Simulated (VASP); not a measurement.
# LuAsF6 (R-3) in VASP: single point with PBEsol

Aim: the single point of LuAsF6 with PBEsol.

Everything below comes from runs of VASP 6.6.1. Logs are shortened: lines on timing, memory, paths and dates and some standing lists are left out, and cuts for length are marked.

## (1) The cell of the first run

Symmetry: R-3, No. 148, trigonal system. Conventional cell: a = 5.772 Å, b = 5.772 Å, c = 14.479 Å, α = 90.00°, β = 90.00°, γ = 120.00°. Lu (site symmetry -3) has 6 F at 2.13 Å within 2.8 Å. As (site symmetry -3) has 6 F at 2.05 Å within 2.7 Å. F (site symmetry 1) has 1 As at 2.05 Å and 1 Lu at 2.13 Å within 2.7 Å.

## (2) Single point, PBEsol

The input, INCAR:

```
PREC = Accurate
ENCUT = 700
EDIFF = 1E-6
ISMEAR = -1
SIGMA = 0.03
LREAL = False
LASPH = True
NELM = 120
ALGO = Normal
ISIF = 2
LWAVE = False
LCHARG = True
GGA = PS
LELF = True
LVHAR = True
NBANDS = 51
GGA_COMPAT = False
```

The input, KPOINTS:

```
Automatic mesh
0
Gamma
  6 6 6
```

The input, POSCAR:

```
LuAsF6
1.0
    2.8859484742      1.6662031284      4.8263507614
   -2.8859484742      1.6662031284      4.8263507614
    0.0000000000     -3.3324062569      4.8263507614
Lu As F
1 1 6
Direct
    0.5000000000      0.5000000000      0.5000000000
    0.0000000000      0.0000000000      0.0000000000
    0.6919689443      0.8182244350      0.2446197554
    0.8182244350      0.2446197554      0.6919689443
    0.7553802446      0.3080310557      0.1817755650
    0.1817755650      0.7553802446      0.3080310557
    0.3080310557      0.1817755650      0.7553802446
    0.2446197554      0.6919689443      0.8182244350
```

Potentials or basis: VASP PAW PBE potentials, release 64 (Lu, As_d, F).

Launch:

```bash
> cat potpaw_PBE.64/Lu/POTCAR potpaw_PBE.64/As_d/POTCAR potpaw_PBE.64/F/POTCAR > POTCAR
> mpirun -np 1 vasp_std > vasp.out
```

OUTCAR:

```text
PREC = Accurate
   ENCUT = 700
   EDIFF = 1E-6
   ISMEAR = -1
   LREAL = False
   LASPH = True
   NELM = 120
   ISIF = 2
   GGA = PS

 ion  position               nearest neighbor table
   1  0.500  0.500  0.500-   3 2.13   7 2.13   5 2.13   8 2.13   4 2.13   6 2.13
   2  0.000  0.000  0.000-   3 2.05   7 2.05   6 2.05   4 2.05   5 2.05   8 2.05
   3  0.692  0.818  0.245-   2 2.05   1 2.13
   4  0.818  0.245  0.692-   2 2.05   1 2.13
   5  0.755  0.308  0.182-   2 2.05   1 2.13
   6  0.182  0.755  0.308-   2 2.05   1 2.13
   7  0.308  0.182  0.755-   2 2.05   1 2.13
   8  0.245  0.692  0.818-   2 2.05   1 2.13

  LATTYP: Found a trigonal (rhomboedric) cell.
 ALAT       =     5.8650313838
 COS(alpha) =     0.5157535331

  Lattice vectors:

 A1 = (   2.8859484742,   1.6662031284,   4.8263507614)
 A2 = (  -2.8859484742,   1.6662031284,   4.8263507614)
 A3 = (   0.0000000000,  -3.3324062569,   4.8263507614)

Analysis of symmetry for initial positions (statically):
=====================================================================
 Subroutine PRICEL returns:
 Original cell was already a primitive cell.

 Routine SETGRP: Setting up the symmetry group for a
 trigonal (rhombohedral) supercell.

 Subroutine GETGRP returns: Found  6 space group operations
 (whereof  6 operations were pure point group operations)
 out of a pool of 12 trial point group operations.

The static configuration has the point symmetry S_6 .

Analysis of symmetry for dynamics (positions and initial velocities):
=====================================================================
 Subroutine PRICEL returns:
 Original cell was already a primitive cell.

 Routine SETGRP: Setting up the symmetry group for a
 trigonal (rhombohedral) supercell.

 Subroutine GETGRP returns: Found  6 space group operations
 (whereof  6 operations were pure point group operations)
 out of a pool of 12 trial point group operations.

The dynamic configuration has the point symmetry S_6 .

 Subroutine INISYM returns: Found  6 space group operations
 (whereof  6 operations are pure point group operations),
 and found     1 'primitive' translations

----------------------------------------------------------------------------------------

                                     Primitive cell

  volume of cell :     139.2473

  direct lattice vectors                    reciprocal lattice vectors
     2.885948474  1.666203128  4.826350761     0.173253266  0.100027820  0.069065294
    -2.885948474  1.666203128  4.826350761    -0.173253266  0.100027820  0.069065294
     0.000000000 -3.332406257  4.826350761     0.000000000 -0.200055640  0.069065294

  length of vectors
     5.865031384  5.865031384  5.865031384     0.211641853  0.211641853  0.211641853

  position of ions in fractional coordinates (direct lattice)
     0.500000000  0.500000000  0.500000000
     0.000000000  0.000000000  0.000000000
     0.691968944  0.818224435  0.244619755
     0.818224435  0.244619755  0.691968944
     0.755380245  0.308031056  0.181775565
     0.181775565  0.755380245  0.308031056
     0.308031056  0.181775565  0.755380245
     0.244619755  0.691968944  0.818224435

  ion indices of the primitive-cell ions
   primitive index   ion index
                 1           1
                 2           2
                 3           3
                 4           4
                 5           5
                 6           6
                 7           7
                 8           8

----------------------------------------------------------------------------------------

 KPOINTS: Automatic mesh

Automatic generation of k-mesh.
 Grid dimensions read from file:
 generate k-points for:    6    6    6

 Generating k-lattice:

  Cartesian coordinates                     Fractional coordinates (reciprocal lattice)
     0.028875544  0.016671303  0.011510882     0.166666667  0.000000000 -0.000000000
    -0.028875544  0.016671303  0.011510882     0.000000000  0.166666667 -0.000000000
     0.000000000 -0.033342607  0.011510882    -0.000000000 -0.000000000  0.166666667

  Length of vectors
     0.035273642  0.035273642  0.035273642

  Shift w.r.t. Gamma in fractional coordinates (k-lattice)
     0.000000000  0.000000000  0.000000000

 Subroutine IBZKPT returns following result:
 ===========================================

 Found     40 irreducible k-points:

 Following reciprocal coordinates:
            Coordinates               Weight
  0.000000  0.000000  0.000000      1.000000
  0.166667 -0.000000 -0.000000      6.000000
  0.333333  0.000000 -0.000000      6.000000
  0.500000  0.000000 -0.000000      3.000000
  0.166667  0.166667 -0.000000      6.000000
  0.333333  0.166667  0.000000      6.000000
[... 16 lines left out ...]
  0.333333  0.333333  0.166667      6.000000
  0.500000  0.333333  0.166667      6.000000
 [... further k-points ...]
   k-points           NKPTS =     40   k-points in BZ     NKDIM =     40   number of bands    NBANDS=     51
   number of dos      NEDOS =    301   number of ions     NIONS =      8
   total plane-waves  NPLWV = 157464
   dimension x,y,z NGX =    54 NGY =   54 NGZ =   54
   dimension x,y,z NGXF=   108 NGYF=  108 NGZF=  108
   ions per type =               1   1   6
   NGX,Y,Z   is equivalent  to a cutoff of  15.31, 15.31, 15.31 a.u.
   NGXF,Y,Z  is equivalent  to a cutoff of  30.61, 30.61, 30.61 a.u.
 SYSTEM =  unknown system
   PREC   = accura    normal or accurate (medium, high low for compatibility)
   ISTART =      0    job   : 0-new  1-cont  2-samecut
   ICHARG =      2    charge: 1-file 2-atom 10-const
   ISPIN  =      1    spin polarized calculation?
   LNONCOLLINEAR =      F non collinear calculations
   LSORBIT =      F    spin-orbit coupling
   LASPH  =      T    aspherical Exc in radial PAW
   ENCUT  =  700.0 eV  51.45 Ry    7.17 a.u.  12.65 12.65 12.65*2*pi/ulx,y,z
   NELM   =    120;   NELMIN=  2; NELMDL= -5     # of ELM steps
   EDIFF  = 0.1E-05   stopping-criterion for ELM
   LREAL  =      F    real-space projection
   EDIFFG = 0.1E-04   stopping-criterion for IOM
   NSW    =      0    number of steps for IOM
   IBRION =     -1    ionic relax: 0-MD 1-quasi-New 2-CG
   NFREE  =      0    steps in history (QN), initial steepest desc. (CG)
   ISIF   =      2    stress and relaxation
   ISYM   =      2    0-nonsym 1-usesym 2-fastsym
   POTIM  = 0.5000    time-step for ionic-motion
   TEBEG  =    0.0;   TEEND  =   0.0 temperature during run
   PSTRESS=    0.0 pullay stress
   NELECT =      82.0000    total number of electrons
   NUPDOWN=      -1.0000    fix difference up-down
   EMIN   =  10.00;   EMAX   =-10.00  energy-range for DOS
   EFERMI =   0.00;   METHOD = LEGACY
   ISMEAR =    -1;   SIGMA  =   0.03  broadening in eV -4-tet -1-fermi 0-gaus
   EFERMI_NEDOS =   21; number of points for ismear=-14 and -15
   IALGO  =     38    algorithm
   IMIX   =      4    mixing-type and parameters
     AMIX     =   0.40;   BMIX     =  1.00
     AMIX_MAG =   1.60;   BMIX_MAG =  1.00
  volume/ion in A,a.u.               =      17.41       117.46
  Fermi-wavevector in a.u.,A,eV,Ry     =   1.372199  2.593081 25.618835  1.882931
  Thomas-Fermi vector in A             =   2.497828
   LORBIT       =      0    0 simple, 1 ext, 2 COOP (PROOUT), +10 PAW based schemes
   GGA     = PS    functional components
   LHFCALC =     F    Hartree Fock is set to
   AEXX    =    0.0000 exact exchange contribution
   IVDW    =     0    specifies the selected vdW correction
   LEPSILON=     F    determine dielectric tensor
   LRPA    =     F    only Hartree local field effects (RPA)
 non-spin polarized calculation
  energy-cutoff  :      700.00
  volume of cell :      139.25
 maximum number of plane-waves:      5895
 NGX is ok and might be reduce to    54
   NGX = 25   NGY = 25   NGZ = 25

 number of electron      81.9999989 magnetization

 Free energy of the ion-electron system (eV)
  ---------------------------------------------------
  ext. energy  EPLUGINS =         0.00000000
  ---------------------------------------------------
  free energy    TOTEN  =       -45.50247159 eV

  energy without entropy =      -45.50247159  energy(sigma->0) =      -45.50247159

 E-fermi :  -1.0707     XC(G=0):  -8.4492

 val. band max:       -1.7871131675   @ k =   0.5000   0.5000   0.5000
 cond. band min:       2.8063447997   @ k =   0.5000   0.0000  -0.0000
 fundamental gap:      4.5934579672
 Fermi energy:        -1.0707016860

 k-point     1 :       0.0000    0.0000    0.0000
  band No.  band energies     occupation
      1     -55.5724      2.00000
      2     -37.5842      2.00000
      3     -37.5842      2.00000
      4     -37.5697      2.00000
      5     -37.5697      2.00000
      6     -37.5689      2.00000
[... 43 lines left out ...]
     50       8.5420      0.00000
     51       8.5420      0.00000

 k-point     2 :       0.1667   -0.0000   -0.0000
  band No.  band energies     occupation
      1     -55.5724      2.00000
      2     -37.5842      2.00000
      3     -37.5842      2.00000
      4     -37.5697      2.00000
      5     -37.5697      2.00000
      6     -37.5689      2.00000
[... 43 lines left out ...]
     50       8.7153      0.00000
     51       8.8119      0.00000

 k-point     3 :       0.3333    0.0000   -0.0000
  band No.  band energies     occupation
      1     -55.5724      2.00000
      2     -37.5842      2.00000
      3     -37.5842      2.00000
      4     -37.5697      2.00000
      5     -37.5697      2.00000
      6     -37.5689      2.00000
[... 43 lines left out ...]
     50       9.0621      0.00000
     51       9.1362      0.00000
[... 1027 lines left out ...]
 k-point    23 :       0.3333    0.3333    0.1667
  band No.  band energies     occupation
      1     -55.5724      2.00000
      2     -37.5842      2.00000
      3     -37.5842      2.00000
      4     -37.5697      2.00000
      5     -37.5697      2.00000
      6     -37.5689      2.00000
[... 43 lines left out ...]
     50       8.7491      0.00000
     51       8.9140      0.00000

 k-point    24 :       0.5000    0.3333    0.1667
  band No.  band energies     occupation
      1     -55.5724      2.00000
      2     -37.5842      2.00000
      3     -37.5842      2.00000
      4     -37.5697      2.00000
      5     -37.5697      2.00000
      6     -37.5689      2.00000
[... 43 lines left out ...]
     50       8.2114      0.00000
     51       8.9435      0.00000

 [... further k-points ...]

------------------------ aborting loop because EDIFF is reached ----------------------------------------

  FORCE on cell =-STRESS in cart. coord.  units (eV):
  Direction    XX          YY          ZZ          XY          YZ          ZX
  --------------------------------------------------------------------------------------
  -------------------------------------------------------------------------------------
  Total        0.1299772      0.1299772      0.1123454      0.0000001     -0.0000000      0.0000000
  in kB        1.4955159      1.4955159      1.2926446      0.0000008     -0.0000000      0.0000000
  external PRESSURE =       1.4278922 kB  Pullay stress =       0.0000000 kB

 VOLUME and BASIS-vectors are now :
 -----------------------------------------------------------------------------
  energy-cutoff  :      700.00
  volume of cell :      139.25
      direct lattice vectors                 reciprocal lattice vectors
     2.885948474  1.666203128  4.826350761     0.173253266  0.100027820  0.069065294
    -2.885948474  1.666203128  4.826350761    -0.173253266  0.100027820  0.069065294
     0.000000000 -3.332406257  4.826350761     0.000000000 -0.200055640  0.069065294

 POSITION                                       TOTAL-FORCE (eV/Angst)
 -----------------------------------------------------------------------------------
      0.00000     -0.00000      7.23953         0.000000     -0.000000      0.000000
      0.00000      0.00000      0.00000        -0.000000     -0.000000      0.000000
     -0.36437      1.70112      8.46934        -0.015033      0.049248      0.035883
      1.65539     -0.53501      8.46934         0.050166     -0.011604      0.035883
      1.29103      1.16611      6.00971         0.035133      0.037643     -0.035883
     -1.65539      0.53501      6.00971        -0.050166      0.011604     -0.035883
      0.36437     -1.70112      6.00971         0.015033     -0.049248     -0.035883
     -1.29103     -1.16611      8.46934        -0.035133     -0.037643      0.035883
 -----------------------------------------------------------------------------------
    total drift:                                0.000000     -0.000000      0.000000

  FREE ENERGIE OF THE ION-ELECTRON SYSTEM (eV)
  ---------------------------------------------------
  free  energy   TOTEN  =       -45.5024715900 eV

  energy  without entropy=      -45.5024715900  energy(sigma->0) =      -45.50247159
```

Wall time 13 min (1 thread of Intel Xeon Platinum 8259CL at 2.50GHz (Skylake/Cascade Lake), shared host); peak memory 0.68 GiB.

What came out:

- Free energy: -45.5025 eV
- Pressure: 0.1 GPa
- Largest force: 0.063 eV/Å
- Band gap on the k mesh: 4.59 eV (least direct gap 4.62 eV)

Forces in eV/Å, atoms in the order of the input:
```
Lu   0.000  0.000  0.000
As   0.000  0.000  0.000
F   -0.015  0.049  0.036
F    0.050 -0.012  0.036
F    0.035  0.038 -0.036
F   -0.050  0.012 -0.036
F    0.015 -0.049 -0.036
F   -0.035 -0.038  0.036
```

Levels at points of the mesh, in eV from the valence-band top:
| k point | band 38 | band 39 | band 40 | band 41 | band 42 | band 43 | band 44 | band 45 |
| --- | --- | --- | --- | --- | --- | --- | --- | --- |
| (0.00, 0.00, 0.00) | -1.79 | -1.79 | -1.78 | -0.98 | 5.52 | 5.54 | 5.54 | 6.10 |
| (0.50, 0.00, 0.00) | -1.93 | -1.79 | -1.76 | -0.03 | 4.59 | 4.93 | 5.08 | 6.94 |
| (0.50, 0.50, 0.00) | -1.97 | -1.85 | -1.84 | -0.97 | 5.53 | 5.57 | 5.60 | 6.89 |
| (0.50, 0.50, 0.50) | -1.92 | -1.78 | -1.78 | 0.00 | 4.62 | 5.06 | 5.06 | 6.93 |

Caveat: the PAW data sets were made with another functional, which shifts forces and pressure a little; spin-orbit coupling is left out, which moves the levels of the heavy elements. A k mesh can miss the band edges.
